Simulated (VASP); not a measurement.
# TaN (P1) in VASP: relaxation of cell and atoms with PBE

Aim: the relaxation of cell and atoms of TaN with PBE.

Everything below comes from runs of VASP 6.6.1. Logs are shortened: lines on timing, memory, paths and dates and some standing lists are left out, and cuts for length are marked.

## 1. The cell of the first run

The typed cell holds 8 atoms: a = 3.004 Å, b = 4.964 Å, c = 5.910 Å, α = 93.19°, β = 90.40°, γ = 88.39°.

## 2. Relaxation of cell and atoms, PBE

The input, INCAR:

```
  ALGO = Normal
  EDIFF = 1E-6
  EDIFFG = -0.015
  ENCUT = 600
  GGA = PE
  IBRION = 2
  ISIF = 3
  ISMEAR = 0
  LASPH = True
  LCHARG = False
  LREAL = False
  LWAVE = False
  NELM = 80
  NSW = 100
  PREC = Accurate
  SIGMA = 0.1
```

The input, KPOINTS:

```
k-points
0
Gamma
  6 4 4
```

The input, POSCAR:

```
TaN
1.0
    3.0038594822      0.0411951209     -0.0100546084
    0.0713520422      4.9612541431     -0.1413864020
   -0.0197519368     -0.1603583362      5.9079412498
Ta N
4 4
Direct
   -0.0237517760      0.3349128196      0.2509167662
   -0.0137995224      0.3581383599      0.7395505885
    0.5035063441      0.8312959262      0.2507051526
    0.4866660602      0.8334773467      0.7449492290
    0.5077063696      0.4970479386      0.5160184457
    0.5423576988      0.4817820303      0.0044949507
    1.0027807857      0.9946779235      0.4961723778
   -0.0054659601      0.0020009885     -0.0028075105
```

Potentials or basis: VASP PAW PBE potentials, release 64 (Ta_pv, N).

The run is started by

```sh
> cat potpaw_PBE.64/Ta_pv/POTCAR potpaw_PBE.64/N/POTCAR > POTCAR
> mpirun -np 1 vasp_std > vasp.out
```

OUTCAR:

```text
EDIFF = 1E-6
   EDIFFG = -0.015
   ENCUT = 600
   GGA = PE
   IBRION = 2
   ISIF = 3
   ISMEAR = 0
   LASPH = True
   LREAL = False
   NELM = 80
   NSW = 100
   PREC = Accurate

 ion  position               nearest neighbor table
   1  0.976  0.335  0.251-   6 2.10   8 2.17   5 2.22   7 2.29   5 2.36   6 2.40   3 2.81   2 2.88
                             3 2.91   3 2.92   3 2.97   2 3.03
   2  0.986  0.358  0.740-   5 2.08   6 2.12   5 2.21   7 2.24   6 2.35   8 2.40   4 2.76   4 2.83
                             1 2.88   4 2.97   1 3.03   4 3.04
   3  0.504  0.831  0.251-   6 2.20   7 2.20   7 2.22   8 2.31   8 2.32   5 2.35   1 2.81   1 2.91
                             4 2.92   1 2.92   1 2.97   4 2.99
   4  0.487  0.833  0.745-   5 2.09   8 2.22   7 2.22   8 2.27   7 2.33   6 2.39   2 2.76   2 2.83
                             3 2.92   2 2.97   3 2.99   2 3.04
   5  0.508  0.497  0.516-   2 2.08   4 2.09   2 2.21   1 2.22   3 2.35   1 2.36
   6  0.542  0.482  0.004-   1 2.10   2 2.12   3 2.20   2 2.35   4 2.39   1 2.40
   7  0.003  0.995  0.496-   3 2.20   3 2.22   4 2.22   2 2.24   1 2.29   4 2.33
   8  0.995  0.002  0.997-   1 2.17   4 2.22   4 2.27   3 2.31   3 2.32   2 2.40

  LATTYP: Found a triclinic cell.
 ALAT       =     4.9637812100
 B/A-ratio  =     1.1906548447
 C/A-ratio  =     0.6052157909
 COS(alpha) =     0.0070594115
 COS(beta)  =     0.0281741502
 COS(gamma) =     0.0556398910

  Lattice vectors:

 A1 = (  -0.0713520422,  -4.9612541431,   0.1413864020)
 A2 = (  -0.0197519368,  -0.1603583362,   5.9079412498)
 A3 = (  -3.0038594822,  -0.0411951209,   0.0100546084)

Analysis of symmetry for initial positions (statically):
=====================================================================
 Subroutine PRICEL returns:
 Original cell was already a primitive cell.

 Routine SETGRP: Setting up the symmetry group for a
 triclinic supercell.

 Subroutine GETGRP returns: Found  1 space group operations
 (whereof  1 operations were pure point group operations)
 out of a pool of  2 trial point group operations.

The static configuration has the point symmetry C_1 .

Analysis of symmetry for dynamics (positions and initial velocities):
=====================================================================
 Subroutine PRICEL returns:
 Original cell was already a primitive cell.

 Routine SETGRP: Setting up the symmetry group for a
 triclinic supercell.

 Subroutine GETGRP returns: Found  1 space group operations
 (whereof  1 operations were pure point group operations)
 out of a pool of  2 trial point group operations.

The dynamic configuration has the point symmetry C_1 .

 Subroutine INISYM returns: Found  1 space group operations
 (whereof  1 operations are pure point group operations),
 and found     1 'primitive' translations

----------------------------------------------------------------------------------------

                                     Primitive cell

  volume of cell :      87.9593

  direct lattice vectors                    reciprocal lattice vectors
     3.003859482  0.041195121 -0.010054608     0.332973636 -0.004760737  0.000984006
     0.071352042  4.961254143 -0.141386402    -0.002748613  0.201757270  0.005467077
    -0.019751937 -0.160358336  5.907941250     0.000500903  0.004820269  0.169396211

  length of vectors
     3.004158771  4.963781210  5.910150146     0.333009121  0.201850042  0.169465519

  position of ions in fractional coordinates (direct lattice)
     0.976248224  0.334912820  0.250916766
     0.986200478  0.358138360  0.739550589
     0.503506344  0.831295926  0.250705153
     0.486666060  0.833477347  0.744949229
     0.507706370  0.497047939  0.516018446
     0.542357699  0.481782030  0.004494951
     0.002780786  0.994677923  0.496172378
     0.994534040  0.002000989  0.997192490

  ion indices of the primitive-cell ions
   primitive index   ion index
                 1           1
                 2           2
                 3           3
                 4           4
                 5           5
                 6           6
                 7           7
                 8           8

----------------------------------------------------------------------------------------

 KPOINTS: k-points

Automatic generation of k-mesh.
 Grid dimensions read from file:
 generate k-points for:    6    4    4

 Generating k-lattice:

  Cartesian coordinates                     Fractional coordinates (reciprocal lattice)
     0.055495606 -0.000793456  0.000164001     0.166666667  0.000000000  0.000000000
    -0.000687153  0.050439317  0.001366769    -0.000000000  0.250000000  0.000000000
     0.000125226  0.001205067  0.042349053     0.000000000  0.000000000  0.250000000

  Length of vectors
     0.055501520  0.050462511  0.042366380

  Shift w.r.t. Gamma in fractional coordinates (k-lattice)
     0.000000000  0.000000000  0.000000000

 Subroutine IBZKPT returns following result:
 ===========================================

 Found     52 irreducible k-points:

 Following reciprocal coordinates:
            Coordinates               Weight
  0.000000  0.000000  0.000000      1.000000
  0.166667  0.000000  0.000000      2.000000
  0.333333  0.000000  0.000000      2.000000
  0.500000  0.000000  0.000000      1.000000
 -0.000000  0.250000  0.000000      2.000000
  0.166667  0.250000  0.000000      2.000000
[... 16 lines left out ...]
  0.333333  0.250000  0.250000      2.000000
  0.500000  0.250000  0.250000      2.000000
 [... further k-points ...]
   k-points           NKPTS =     52   k-points in BZ     NKDIM =     52   number of bands    NBANDS=     38
   number of dos      NEDOS =    301   number of ions     NIONS =      8
   total plane-waves  NPLWV =  46080
   dimension x,y,z NGX =    24 NGY =   40 NGZ =   48
   dimension x,y,z NGXF=    48 NGYF=   80 NGZF=   96
   ions per type =               4   4
   NGX,Y,Z   is equivalent  to a cutoff of  13.28, 13.40, 13.50 a.u.
   NGXF,Y,Z  is equivalent  to a cutoff of  26.56, 26.79, 27.00 a.u.
 SYSTEM =  unknown system
   PREC   = accura    normal or accurate (medium, high low for compatibility)
   ISTART =      0    job   : 0-new  1-cont  2-samecut
   ICHARG =      2    charge: 1-file 2-atom 10-const
   ISPIN  =      1    spin polarized calculation?
   LNONCOLLINEAR =      F non collinear calculations
   LSORBIT =      F    spin-orbit coupling
   LASPH  =      T    aspherical Exc in radial PAW
   ENCUT  =  600.0 eV  44.10 Ry    6.64 a.u.   6.00  9.91 11.80*2*pi/ulx,y,z
   NELM   =     80;   NELMIN=  2; NELMDL= -5     # of ELM steps
   EDIFF  = 0.1E-05   stopping-criterion for ELM
   LREAL  =      F    real-space projection
   EDIFFG = -.1E-01   stopping-criterion for IOM
   NSW    =    100    number of steps for IOM
   IBRION =      2    ionic relax: 0-MD 1-quasi-New 2-CG
   NFREE  =      1    steps in history (QN), initial steepest desc. (CG)
   ISIF   =      3    stress and relaxation
   ISYM   =      2    0-nonsym 1-usesym 2-fastsym
   POTIM  = 0.5000    time-step for ionic-motion
   TEBEG  =    0.0;   TEEND  =   0.0 temperature during run
   PSTRESS=    0.0 pullay stress
   NELECT =      64.0000    total number of electrons
   NUPDOWN=      -1.0000    fix difference up-down
   EMIN   =  10.00;   EMAX   =-10.00  energy-range for DOS
   EFERMI =   0.00;   METHOD = LEGACY
   ISMEAR =     0;   SIGMA  =   0.10  broadening in eV -4-tet -1-fermi 0-gaus
   EFERMI_NEDOS =   21; number of points for ismear=-14 and -15
   IALGO  =     38    algorithm
   IMIX   =      4    mixing-type and parameters
     AMIX     =   0.40;   BMIX     =  1.00
     AMIX_MAG =   1.60;   BMIX_MAG =  1.00
  volume/ion in A,a.u.               =      10.99        74.20
  Fermi-wavevector in a.u.,A,eV,Ry     =   1.472451  2.782529 29.498962  2.168113
  Thomas-Fermi vector in A             =   2.587464
   LORBIT       =      0    0 simple, 1 ext, 2 COOP (PROOUT), +10 PAW based schemes
   GGA     = PE    functional components
   LHFCALC =     F    Hartree Fock is set to
   AEXX    =    0.0000 exact exchange contribution
   IVDW    =     0    specifies the selected vdW correction
   LEPSILON=     F    determine dielectric tensor
   LRPA    =     F    only Hartree local field effects (RPA)
 conjugate gradient relaxation of ions
 non-spin polarized calculation
 Gauss-broadening in eV      SIGMA  =   0.10
  energy-cutoff  :      600.00
  volume of cell :       87.96
 maximum number of plane-waves:      2956
   NGX = 11   NGY = 19   NGZ = 23

--------------------------------------- Ionic step        1  -------------------------------------------

 number of electron      64.0000002 magnetization

 Free energy of the ion-electron system (eV)
  ---------------------------------------------------
  ext. energy  EPLUGINS =         0.00000000
  ---------------------------------------------------
  free energy    TOTEN  =       -88.54447215 eV

  energy without entropy =      -88.54073980  energy(sigma->0) =      -88.54260597

------------------------ aborting loop because EDIFF is reached ----------------------------------------

  FORCE on cell =-STRESS in cart. coord.  units (eV):
  Direction    XX          YY          ZZ          XY          YZ          ZX
  --------------------------------------------------------------------------------------
  -------------------------------------------------------------------------------------
  Total       -1.6414571     10.1333573     -3.0299274     -4.0681213      6.0635207      1.1118196
  in kB      -29.8991194    184.5789670    -55.1900867    -74.1007746    110.4469481     20.2517789
  external PRESSURE =      33.1632537 kB  Pullay stress =       0.0000000 kB
[... 107 lines left out ...]
  FREE ENERGIE OF THE ION-ELECTRON SYSTEM (eV)
  ---------------------------------------------------
  free  energy   TOTEN  =       -89.5911726453 eV

  energy  without entropy=      -89.5886820204  energy(sigma->0) =      -89.58992733

[... ionic steps 4 to 11 ...]

--------------------------------------- Ionic step       12  -------------------------------------------

 number of electron      64.0000006 magnetization

------------------------ aborting loop because EDIFF is reached ----------------------------------------

  FORCE on cell =-STRESS in cart. coord.  units (eV):
  Direction    XX          YY          ZZ          XY          YZ          ZX
  --------------------------------------------------------------------------------------
  -------------------------------------------------------------------------------------
  Total        0.0597891      0.0524129      0.0923068     -0.0082647     -0.0077562     -0.0095754
  in kB        1.0951062      0.9600028      1.6907065     -0.1513777     -0.1420634     -0.1753846
  external PRESSURE =       1.2486052 kB  Pullay stress =       0.0000000 kB
[... 69 lines left out ...]
  energy  without entropy=      -89.7911410564  energy(sigma->0) =      -89.79278718

--------------------------------------- Ionic step       14  -------------------------------------------

 number of electron      64.0000006 magnetization

 Free energy of the ion-electron system (eV)
  ---------------------------------------------------
  ext. energy  EPLUGINS =         0.00000000
  ---------------------------------------------------
  free energy    TOTEN  =       -89.79445426 eV

  energy without entropy =      -89.79116879  energy(sigma->0) =      -89.79281153

 E-fermi :   8.1842     XC(G=0): -13.2626

 val. band max:        8.1830811667   @ k =   0.0000  -0.0000   0.2500
 cond. band min:       8.2217178843   @ k =   0.3333   0.0000   0.0000
 fundamental gap:      0.0386367176
 Fermi energy:         8.1842208836

 k-point     1 :       0.0000    0.0000    0.0000
  band No.  band energies     occupation
      1     -27.6631      2.00000
      2     -27.5158      2.00000
      3     -27.4181      2.00000
      4     -27.3584      2.00000
      5     -26.8014      2.00000
      6     -26.7555      2.00000
[... 973 lines left out ...]
     37      11.6742      0.00000
     38      11.6755      0.00000

 [... further k-points ...]
[... 5 lines left out ...]
  --------------------------------------------------------------------------------------
  -------------------------------------------------------------------------------------
  Total       -0.0244149     -0.0334177     -0.0685462      0.0043704     -0.0065213     -0.0025712
  in kB       -0.4469089     -0.6117025     -1.2547215      0.0799988     -0.1193702     -0.0470650
  external PRESSURE =      -0.7711110 kB  Pullay stress =       0.0000000 kB
[... 23 lines left out ...]
  FREE ENERGIE OF THE ION-ELECTRON SYSTEM (eV)
  ---------------------------------------------------
  free  energy   TOTEN  =       -89.7944542649 eV

  energy  without entropy=      -89.7911687920  energy(sigma->0) =      -89.79281153

 reached required accuracy - stopping structural energy minimisation
```

Wall time 22 min (1 thread of Intel Xeon Platinum 8488C (Sapphire Rapids), shared host); peak memory 0.32 GiB.

Results:

| Item | Value |
| --- | --- |
| Free energy | -89.7945 eV |
| Relaxed volume | 10.94 Å³/atom |
| Relaxed cell | a = 2.948 Å, b = 5.116 Å, c = 5.803 Å, α = 89.99°, β = 90.00°, γ = 90.01° |
| Space group after relaxing (to 0.1 Å) | P-6m2 (No. 187) |
| Energy gained by relaxing | 156.2 meV/atom |
| Ionic steps | 14 |
| Pressure after relaxing | -0.1 GPa |
| Largest force after relaxing | 0.009 eV/Å |
| Band gap on the k mesh | zero (bands 32 and 33 overlap by 0.19 eV) |

Forces in eV/Å, atoms in the order of the input:
```
Ta   0.001 -0.007  0.005
Ta  -0.003 -0.004 -0.004
Ta  -0.002 -0.002  0.003
Ta   0.003  0.004 -0.003
N   -0.003  0.002  0.000
N   -0.001  0.002 -0.001
N    0.007  0.002 -0.001
N   -0.001  0.004  0.002
```

The path:
| step | energy change (eV) | largest force (eV/Å) | pressure (GPa) | volume (Å³) |
| --- | --- | --- | --- | --- |
| 1 | 0.0000 | 4.7786 | 3.32 | 87.96 |
| 2 | -0.5855 | 3.7456 | -7.69 | 90.55 |
| 3 | -1.0467 | 1.8682 | -6.65 | 89.54 |
| 4 | -1.0689 | 0.5873 | 13.00 | 84.57 |
| 5 | -1.2026 | 0.9909 | 2.81 | 86.88 |
| 6 | -1.2243 | 0.6701 | -2.46 | 88.16 |
| 7 | -1.2392 | 0.3142 | -0.53 | 87.65 |
| 8 | -1.2484 | 0.1165 | 0.10 | 87.48 |
| 9 | -1.2485 | 0.1244 | 0.19 | 87.45 |
| 10 | -1.2498 | 0.0523 | -0.16 | 87.55 |
| 11 | -1.2498 | 0.0452 | -0.13 | 87.54 |
| 12 | -1.2499 | 0.0306 | 0.12 | 87.47 |
| 13 | -1.2500 | 0.0167 | 0.08 | 87.49 |
| 14 | -1.2500 | 0.0089 | -0.08 | 87.53 |

Final structure:
```xyz
8
Lattice="2.9479 -0.0003 -0.0001 -0.0001 5.1163 0.0011 0.0003 -0.0005 5.8033" Properties=species:S:1:pos:R:3 pbc="T T T"
Ta    0.0001    1.7052    1.4511
Ta    0.0004    1.7047    4.3529
Ta    1.4740    4.2631    1.4516
Ta    1.4740    4.2625    4.3534
N     1.4743    2.5581    2.9022
N     1.4741    2.5583    0.0005
N     2.9476   -0.0002    2.9016
N     0.0004   -0.0003    5.8032
```

Levels at points of the mesh, in eV from the Fermi level:
```tsv
k point	band 28	band 29	band 30	band 31	band 32	band 33	band 34	band 35	band 36	band 37
(0.00, 0.00, 0.00)	-3.51	-3.22	-3.01	-0.51	-0.19	-0.15	2.02	2.24	2.87	3.21
(0.50, 0.00, 0.00)	-4.21	-1.22	-1.22	-1.17	-1.17	1.10	1.10	1.53	1.53	3.87
(0.00, 0.50, 0.00)	-3.82	-3.16	-3.16	-1.73	-1.73	1.88	1.88	2.01	2.01	3.06
(0.50, 0.50, 0.00)	-3.50	-3.24	-3.24	-0.48	-0.48	2.85	2.85	3.86	3.86	3.96
(0.00, 0.00, 0.50)	-4.14	-1.57	-1.57	-0.44	-0.44	0.69	0.69	0.72	0.72	2.50
(0.50, 0.00, 0.50)	-5.11	-1.15	-1.15	-1.15	-1.15	2.22	2.22	2.22	2.22	4.16
(0.00, 0.50, 0.50)	-4.29	-1.83	-1.82	-1.82	-1.82	1.75	1.75	1.75	1.75	2.08
(0.50, 0.50, 0.50)	-4.65	-1.55	-1.55	-1.55	-1.55	2.48	2.48	2.48	2.48	4.29
```

Caveat: spin-orbit coupling is left out, which moves the levels of the heavy elements.

The gap in the log of VASP goes by the Fermi energy; the results here count the filled bands.